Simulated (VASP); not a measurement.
A run of VASP 6.6.1:

File INCAR:

```
SYSTEM = LaS
PREC = Accurate
ENCUT = 600
EDIFF = 1E-6
ISMEAR = -1
SIGMA = 0.1
LREAL = .False.
LASPH = .True.
NELM = 80
ALGO = Normal
ISIF = 3
LWAVE = .False.
LCHARG = .False.
GGA = PS
IBRION = 2
NSW = 100
EDIFFG = -0.002
PSTRESS = 20.0
```

The input KPOINTS:

```
regular mesh
0
Gamma
  14 14 14
  0 0 0
```

Contents of POSCAR:

```
LaS
1.0
    0.0000000000      2.9036036247      2.9036036247
    2.9036036247      0.0000000000      2.9036036247
    2.9036036247      2.9036036247      0.0000000000
La S
1 1
Direct
    0.0000000000      0.0000000000      0.0000000000
    0.5000000000      0.5000000000      0.5000000000
```

Potentials or basis: VASP PAW PBE potentials, release 64 (La, S).

Launch:

```console
$ cat potpaw_PBE.64/La/POTCAR potpaw_PBE.64/S/POTCAR > POTCAR
$ mpirun -np 1 vasp_std > vasp.out
```

Hardware: 1 thread of AMD EPYC 7R13 Processor (Zen 3), with other jobs on the host.

Problem. How long does it take, and how much memory?

Solution. It took 4.6 min on 1 thread of AMD EPYC 7R13 Processor (Zen 3) (shared host), peak memory 0.27 GiB. Counts: scf iterations 44, k points 104, ion steps 6.
